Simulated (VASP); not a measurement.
ZrCl5:

```
Zr Cl
1.0
     5.04384    0.00000    0.00000
    -2.52192    4.36809    0.00000
     0.00000    0.00000    8.85191
Zr Cl
1 5
Direct
  0.00000 0.00000 0.50000
  0.33333 0.66667 0.00000
  0.66667 0.33333 0.00000
  0.33333 0.66667 0.50000
  0.66667 0.33333 0.50000
  0.00000 0.00000 0.00000
```

The cell was generated, and may not be a known phase.

| Quantity | Value |
| --- | --- |
| Program | VASP 6.6.1 |
| Task | relaxation of cell and atoms |
| Functional | PBE |
| Potentials or basis | VASP PAW PBE potentials, release 64 (Zr_sv, Cl) |
| Cutoff | 600 eV |
| k mesh | 6 × 6 × 2 |
| Occupations | gaussian, width 0.1 eV |
| Spin | no spin polarisation |

At the start: pressure -3.7 GPa; volume 32.50 Å³/atom.

Question: How do energy, volume and symmetry change on relaxing?

Answer: Over 12 steps the energy falls by 225.9 meV/atom and the volume is 21.69 Å³/atom (-33.3 %); space group P6/mmm (No. 191, to 0.1 Å) before and after.

Step by step:
| step | energy change (eV) | largest force (eV/Å) | pressure (GPa) | volume (Å³) |
| --- | --- | --- | --- | --- |
| 1 | 0.0000 | 0.0000 | -3.71 | 195.02 |
| 2 | -0.2858 | 0.0000 | -0.50 | 174.51 |
| 3 | -0.2861 | 0.0000 | -0.39 | 173.98 |
| 4 | -0.3855 | 0.0000 | -0.41 | 168.73 |
| 5 | -0.7443 | 0.0000 | -0.36 | 153.00 |
| 6 | -1.2597 | 0.0000 | 3.86 | 121.52 |
| 7 | -1.2138 | 0.0000 | 0.70 | 134.49 |
| 8 | -1.3021 | 0.0000 | 1.80 | 128.13 |
| 9 | -1.3083 | 0.0000 | 2.36 | 125.95 |
| 10 | -1.2883 | 0.0000 | -0.46 | 129.45 |
| 11 | -1.3468 | 0.0000 | 0.90 | 127.51 |
| 12 | -1.3553 | 0.0000 | 0.02 | 130.13 |

Final structure:
```
Zr Cl
1.0
     4.91300    0.00000    0.00000
    -2.45650    4.25478    0.00000
     0.00000    0.00000    6.22508
Zr Cl
1 5
Cartesian
  0.0000 0.0000 3.1125
  0.0000 2.8365 0.0000
  2.4565 1.4183 0.0000
  0.0000 2.8365 3.1125
  2.4565 1.4183 3.1125
  0.0000 0.0000 0.0000
```

Caveat: the volume moved by over 15 % at a fixed basis, so the end points are rough; an odd number of electrons without spin polarisation forces a metal; a magnetic or distorted state may lie lower.
